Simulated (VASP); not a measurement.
# HfN (Fm-3m) in VASP: notebook, part 2 of 2

VASP 6.6.1.

**3. Vibrations by perturbation theory, LDA**

This run uses another cell than the first one, of 11.15 Å³/atom.

File INCAR:

```
SYSTEM = HfN
PREC     = Accurate       ! precision mode
ENCUT    = 520            ! plane-wave cutoff, eV
EDIFF    = 1E-8           ! SCF threshold, eV
ISMEAR   = -1             ! smearing method
SIGMA    = 0.15           ! smearing width, eV
LREAL    = .FALSE.        ! projectors in reciprocal space
LASPH    = .TRUE.         ! aspherical terms in the spheres
NELM     = 80             ! most SCF steps
ALGO     = Normal         ! electronic algorithm
ISIF     = 2              ! what is computed and relaxed
LWAVE    = .FALSE.        ! write WAVECAR
LCHARG   = .FALSE.        ! write CHGCAR
GGA      = CA             ! functional
NBANDS   = 14             ! bands
IBRION   = 8              ! ionic algorithm
NSW      = 1              ! ionic steps
```

File KPOINTS:

```
Automatic mesh
0
G
  16 16 16
  0 0 0
```

File POSCAR:

```
HfN
1.0
    0.0000000000      2.2343731873      2.2343731873
    2.2343731873      0.0000000000      2.2343731873
    2.2343731873      2.2343731873      0.0000000000
Hf N
1 1
Direct
    0.0000000000      0.0000000000      0.0000000000
    0.5000000000      0.5000000000      0.5000000000
```

Potentials or basis: VASP PAW LDA potentials, release 64 (Hf_pv, N).

Run with:

```
> cat potpaw_LDA.64/Hf_pv/POTCAR potpaw_LDA.64/N/POTCAR > POTCAR
> mpirun -np 1 vasp_std > vasp.out
```

OUTCAR:

```text
SYSTEM = HfN
   PREC = Accurate
   ENCUT = 520
   EDIFF = 1E-8
   ISMEAR = -1
   LREAL = .FALSE.
   LASPH = .TRUE.
   NELM = 80
   ISIF = 2
   GGA = CA
   IBRION = 8
   NSW = 1

 ion  position               nearest neighbor table
   1  0.000  0.000  0.000-   2 2.23   2 2.23   2 2.23   2 2.23   2 2.23   2 2.23
   2  0.500  0.500  0.500-   1 2.23   1 2.23   1 2.23   1 2.23   1 2.23   1 2.23

  LATTYP: Found a face centered cubic cell.
 ALAT       =     4.4687463746

  Lattice vectors:

 A1 = (   0.0000000000,   2.2343731873,   2.2343731873)
 A2 = (   2.2343731873,   0.0000000000,   2.2343731873)
 A3 = (   2.2343731873,   2.2343731873,   0.0000000000)

Analysis of symmetry for initial positions (statically):
=====================================================================
 Subroutine PRICEL returns:
 Original cell was already a primitive cell.

 Routine SETGRP: Setting up the symmetry group for a
 face centered cubic supercell.

 Subroutine GETGRP returns: Found 48 space group operations
 (whereof 48 operations were pure point group operations)
 out of a pool of 48 trial point group operations.

The static configuration has the point symmetry O_h .

Analysis of symmetry for dynamics (positions and initial velocities):
=====================================================================
 Subroutine PRICEL returns:
 Original cell was already a primitive cell.

 Routine SETGRP: Setting up the symmetry group for a
 face centered cubic supercell.

 Subroutine GETGRP returns: Found 48 space group operations
 (whereof 48 operations were pure point group operations)
 out of a pool of 48 trial point group operations.

The dynamic configuration has the point symmetry O_h .
[... 589 lines left out ...]
    total drift:                                0.000000     -0.000000     -0.000000

  FREE ENERGIE OF THE ION-ELECTRON SYSTEM (eV)
  ---------------------------------------------------
  free  energy   TOTEN  =       -23.8915760495 eV

  energy  without entropy=      -23.8497743773  energy(sigma->0) =      -23.87067521

[... ionic steps 2 to 3 ...]

--------------------------------------- Ionic step        4  -------------------------------------------

------------------------ aborting loop because EDIFF is reached ----------------------------------------

[... ionic steps 5 to 6 ...]

--------------------------------------- Ionic step        7  -------------------------------------------

 Free energy of the ion-electron system (eV)
  ---------------------------------------------------
  ---------------------------------------------------
  free energy    TOTEN  =        -0.22997173 eV

  energy without entropy =       -0.22997173

------------------------ aborting loop because EDIFF is reached ----------------------------------------

 INTERNAL STRAIN TENSOR  FOR ION    2  DIRECTION 1   (eV/Angst):
 -----------------------------------------------------------------------------
     0.02581 -0.00000  0.00000
     0.00000 -0.01540 -0.00000
     0.00000 -0.00000 -0.01540

 INTERNAL STRAIN TENSOR FOR ION    2 for displacements in x,y,z  (eV/Angst):
          X           Y           Z          XY          YZ          ZX
  --------------------------------------------------------------------------------
  x     0.00000     0.00000     0.00000     0.00000     0.00000     0.00000
  y     0.00000     0.00000     0.00000     0.00000     0.00000     0.00000
  z     0.00000     0.00000     0.00000     0.00000     0.00000     0.00000

 SECOND DERIVATIVES (NOT SYMMETRIZED)
 ------------------------------------
               1X          1Y          1Z          2X          2Y          2Z
  1X   -12.799384    0.000000    0.000000   12.799384    0.000000    0.000000
  1Y     0.000000  -12.799384    0.000000    0.000000   12.799384    0.000000
  1Z     0.000000    0.000000  -12.799384    0.000000    0.000000   12.799384
  2X    12.805916    0.000000    0.000000  -12.805916    0.000000    0.000000
  2Y     0.000000   12.805916    0.000000    0.000000  -12.805916    0.000000
  2Z     0.000000    0.000000   12.805916    0.000000    0.000000  -12.805916

 Eigenvectors and eigenvalues of the dynamical matrix
 ----------------------------------------------------

   1 f  =   15.526256 THz    97.554341 2PiTHz  517.900137 cm-1    64.211404 meV
             X         Y         Z           dx          dy          dz
      0.000000  0.000000  0.000000     0.000000    0.269632    0.000000
      2.234373  2.234373  2.234373     0.000000   -0.962963    0.000000
[... 21 lines left out ...]
   6 f/i=    0.001028 THz     0.006461 2PiTHz    0.034302 cm-1     0.004253 meV
             X         Y         Z           dx          dy          dz
      0.000000  0.000000  0.000000    -0.476457    0.577142    0.605965
      2.234373  2.234373  2.234373    -0.133409    0.161601    0.169672

--------------------------------------------------------------------------------------------------------

 ELASTIC MODULI CONTR FROM IONIC RELAXATION (kBar)
 Direction    XX          YY          ZZ          XY          YZ          ZX
 --------------------------------------------------------------------------------
 XX           0.0000      0.0000      0.0000      0.0000      0.0000      0.0000
 YY           0.0000      0.0000      0.0000      0.0000      0.0000      0.0000
 ZZ           0.0000      0.0000      0.0000      0.0000      0.0000      0.0000
 XY           0.0000      0.0000      0.0000      0.0000      0.0000      0.0000
 YZ           0.0000      0.0000      0.0000      0.0000      0.0000      0.0000
 ZX           0.0000      0.0000      0.0000      0.0000      0.0000      0.0000
 --------------------------------------------------------------------------------
```

Run time: 100 s. Hardware: 1 thread of Intel Xeon 6975P-C (Granite Rapids), shared host; peak memory 0.38 GiB.

What came out:

```yaml
Highest_phonon_frequency_at_Γ: 518 cm⁻¹
```

Phonon frequencies in cm⁻¹ (negative: imaginary):
| q point | frequencies |
| --- | --- |
| (0.000, 0.000, 0.000) | 0 0 0 518 518 518 |

Caveat: the cell stands under pressure or tension, which shifts response properties; spin-orbit coupling is left out, which moves the levels of the heavy elements.

**4. Vibrations by perturbation theory, LDA (11.38 Å³/atom)**

This run uses another cell than the first one, of 11.38 Å³/atom.

File INCAR:

```
ALGO = Normal ; EDIFF = 1E-8
ENCUT = 520 ; GGA = CA
IBRION = 8 ; ISIF = 2
ISMEAR = -1 ; LASPH = T
LCHARG = T ; LREAL = F
LWAVE = F ; NELM = 100
NSW = 1 ; PREC = Accurate
SIGMA = 0.15
```

File KPOINTS:

```
k-points
0
Gamma
  16 16 16
```

File POSCAR:

```
HfN
1.0
    0.0000000000      2.2491707920      2.2491707920
    2.2491707920      0.0000000000      2.2491707920
    2.2491707920      2.2491707920      0.0000000000
Hf N
1 1
Direct
    0.0000000000      0.0000000000      0.0000000000
    0.5000000000      0.5000000000      0.5000000000
```

Potentials or basis: VASP PAW LDA potentials, release 64 (Hf_pv, N).

Run with:

```
> cat potpaw_LDA.64/Hf_pv/POTCAR potpaw_LDA.64/N/POTCAR > POTCAR
> mpirun -np 1 vasp_std > vasp.out
```

OUTCAR:

```text
EDIFF = 1E-8
   ENCUT = 520
   GGA = CA
   IBRION = 8
   ISIF = 2
   ISMEAR = -1
   LASPH = T
   LREAL = F
   NELM = 100
   NSW = 1
   PREC = Accurate

 ion  position               nearest neighbor table
   1  0.000  0.000  0.000-   2 2.25   2 2.25   2 2.25   2 2.25   2 2.25   2 2.25
   2  0.500  0.500  0.500-   1 2.25   1 2.25   1 2.25   1 2.25   1 2.25   1 2.25

  LATTYP: Found a face centered cubic cell.
 ALAT       =     4.4983415840

  Lattice vectors:

 A1 = (   0.0000000000,   2.2491707920,   2.2491707920)
 A2 = (   2.2491707920,   0.0000000000,   2.2491707920)
 A3 = (   2.2491707920,   2.2491707920,   0.0000000000)

Analysis of symmetry for initial positions (statically):
=====================================================================
 Subroutine PRICEL returns:
 Original cell was already a primitive cell.

 Routine SETGRP: Setting up the symmetry group for a
 face centered cubic supercell.

 Subroutine GETGRP returns: Found 48 space group operations
[... 562 lines left out ...]
 INTERNAL STRAIN TENSOR  FOR ION    2  DIRECTION 1   (eV/Angst):
 -----------------------------------------------------------------------------
     0.02498 -0.00000  0.00000
    -0.00000 -0.01459  0.00000
    -0.00000  0.00000 -0.01459

 INTERNAL STRAIN TENSOR FOR ION    2 for displacements in x,y,z  (eV/Angst):
          X           Y           Z          XY          YZ          ZX
  --------------------------------------------------------------------------------
  x     0.00000     0.00000     0.00000     0.00000     0.00000     0.00000
  y     0.00000     0.00000     0.00000     0.00000     0.00000     0.00000
  z     0.00000     0.00000     0.00000     0.00000     0.00000     0.00000

 SECOND DERIVATIVES (NOT SYMMETRIZED)
 ------------------------------------
               1X          1Y          1Z          2X          2Y          2Z
  1X   -11.834141    0.000000    0.000000   11.834141    0.000000    0.000000
  1Y     0.000000  -11.834141    0.000000    0.000000   11.834141    0.000000
  1Z     0.000000    0.000000  -11.834141    0.000000    0.000000   11.834141
  2X    11.830962    0.000000    0.000000  -11.830962    0.000000    0.000000
  2Y     0.000000   11.830962    0.000000    0.000000  -11.830962    0.000000
  2Z     0.000000    0.000000   11.830962    0.000000    0.000000  -11.830962

 Eigenvectors and eigenvalues of the dynamical matrix
 ----------------------------------------------------

   1 f  =   14.923949 THz    93.769935 2PiTHz  497.809346 cm-1    61.720465 meV
             X         Y         Z           dx          dy          dz
      0.000000  0.000000  0.000000     0.000000    0.269729    0.000000
      2.249171  2.249171  2.249171     0.000000   -0.962936    0.000000
[... 21 lines left out ...]
   6 f/i=    0.000521 THz     0.003272 2PiTHz    0.017369 cm-1     0.002154 meV
             X         Y         Z           dx          dy          dz
      0.000000  0.000000  0.000000     0.000000   -0.962936    0.000000
      2.249171  2.249171  2.249171     0.000000   -0.269729    0.000000

--------------------------------------------------------------------------------------------------------

 ELASTIC MODULI CONTR FROM IONIC RELAXATION (kBar)
 Direction    XX          YY          ZZ          XY          YZ          ZX
 --------------------------------------------------------------------------------
 XX           0.0000      0.0000      0.0000      0.0000      0.0000      0.0000
 YY           0.0000      0.0000      0.0000      0.0000      0.0000      0.0000
 ZZ           0.0000      0.0000      0.0000      0.0000      0.0000      0.0000
 XY           0.0000      0.0000      0.0000      0.0000      0.0000      0.0000
 YZ           0.0000      0.0000      0.0000      0.0000      0.0000      0.0000
 ZX           0.0000      0.0000      0.0000      0.0000      0.0000      0.0000
 --------------------------------------------------------------------------------
```

It took 2.7 min on 1 thread of Intel Xeon 6975P-C (Granite Rapids), shared host; peak memory 0.35 GiB.

What came out:

| Property | Result |
| --- | --- |
| Highest phonon frequency at Γ | 498 cm⁻¹ |

Phonon frequencies in cm⁻¹ (negative: imaginary):
| q point | frequencies |
| --- | --- |
| (0.000, 0.000, 0.000) | 0 0 0 498 498 498 |

Caveat: the cell stands under pressure or tension, which shifts response properties; spin-orbit coupling is left out, which moves the levels of the heavy elements.

**5. Elastic constants, LDA**

File INCAR:

```
SYSTEM = HfN
PREC     = Accurate       ! precision mode
ENCUT    = 600            ! plane-wave cutoff, eV
EDIFF    = 1E-8           ! SCF threshold, eV
ISMEAR   = -1             ! smearing method
SIGMA    = 0.15           ! smearing width, eV
LREAL    = .FALSE.        ! projectors in reciprocal space
LASPH    = .TRUE.         ! aspherical terms in the spheres
NELM     = 100            ! most SCF steps
ALGO     = Normal         ! electronic algorithm
ISIF     = 3              ! what is computed and relaxed
LWAVE    = .FALSE.        ! write WAVECAR
LCHARG   = .FALSE.        ! write CHGCAR
GGA      = CA             ! functional
NBANDS   = 14             ! bands
IBRION   = 6              ! ionic algorithm
NFREE    = 2            
POTIM    = 0.015          ! step
NSW      = 1              ! ionic steps
```

File KPOINTS:

```
Automatic mesh
0
G
  16 16 16
  0 0 0
```

File POSCAR:

```
HfN
1.0
    0.0000000000      2.2271174279      2.2271174279
    2.2271174279      0.0000000000      2.2271174279
    2.2271174279      2.2271174279      0.0000000000
Hf N
1 1
Direct
    0.0000000000      0.0000000000      0.0000000000
    0.5000000000      0.5000000000      0.5000000000
```

Run with:

```
> cat potpaw_LDA.64/Hf_pv/POTCAR potpaw_LDA.64/N/POTCAR > POTCAR
> mpirun -np 1 vasp_std > vasp.out
```

It took 22 min on 1 thread of Intel Xeon 6975P-C (Granite Rapids), shared host; peak memory 0.77 GiB.

It converged, with:

```yaml
Elastic_constants_C11_C12_C44: 707, 117, 134 GPa
Voigt_bulk_modulus: 314 GPa
Highest_phonon_frequency_at_Γ: 527 cm⁻¹
```

Phonon frequencies in cm⁻¹ (negative: imaginary):
```tsv
q point	frequencies
(0.000, 0.000, 0.000)	0 0 0 527 527 527
```

Elastic tensor in Voigt notation (GPa, in the Cartesian axes of the cell as first typed):
```
707 117 117   0   0   0
117 707 117   0   0   0
117 117 707   0   0   0
  0   0   0 134   0   0
  0   0   0   0 134   0
  0   0   0   0   0 134
```

Clamped-ion elastic tensor (GPa):
```
707 117 117   0   0   0
117 707 117   0   0   0
117 117 707   0   0   0
  0   0   0 134   0   0
  0   0   0   0 134   0
  0   0   0   0   0 134
```

Caveat: the cell is under stress, which shifts elastic constants; spin-orbit coupling is left out, which moves the levels of the heavy elements.
